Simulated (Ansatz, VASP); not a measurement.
# Two plane-wave programs on MoSe

```
Mo Se
1.0
     3.22849    0.00000    0.00000
    -1.61424    2.79595    0.00000
     0.00000    0.00000    7.11373
Mo Se
2 2
Direct
  0.00000 0.00000 0.00000
  0.00000 0.00000 0.50000
  0.33333 0.66667 0.25000
  0.66667 0.33333 0.75000
```

Alike in both runs: task single point; functional PBEsol; k mesh 12 × 12 × 6; occupations gaussian, width 0.05 eV; no spin polarisation; Hubbard terms Mo d U = 4.0 eV.

```csv
,VASP,Ansatz
version,VASP 6.6.1,Ansatz 0.2.0
potentials or method,"VASP PAW PBE potentials, release 64 (Mo_sv, Se), cutoff 520 eV","scalar-relativistic, plane waves, PAW"
valence electrons in the cell,40,60
```

Ansatz gave:

```
gap on the k mesh at the Fermi level (eV)                     : none
pressure (GPa)                                                : 1.6
traceless stress, the component that is largest in VASP (GPa) : -3.96
```

Estimate VASP's values.

gap on the k mesh at the Fermi level (eV): none; pressure (GPa): 4.4; traceless stress, the component that is largest in VASP (GPa): -0.68.

VASP's potentials were made for PBE, not for PBEsol. The programs project onto different local orbitals, so the same U acts differently, and such runs can settle in different states. A gap of «none» marks a metal or a gap that the smearing closes. VASP's potentials hold 40 valence electrons a cell and Ansatz's 60, so a difference there can come from the potentials and not from the codes. Ansatz's warnings: filled band counts differ across k points.
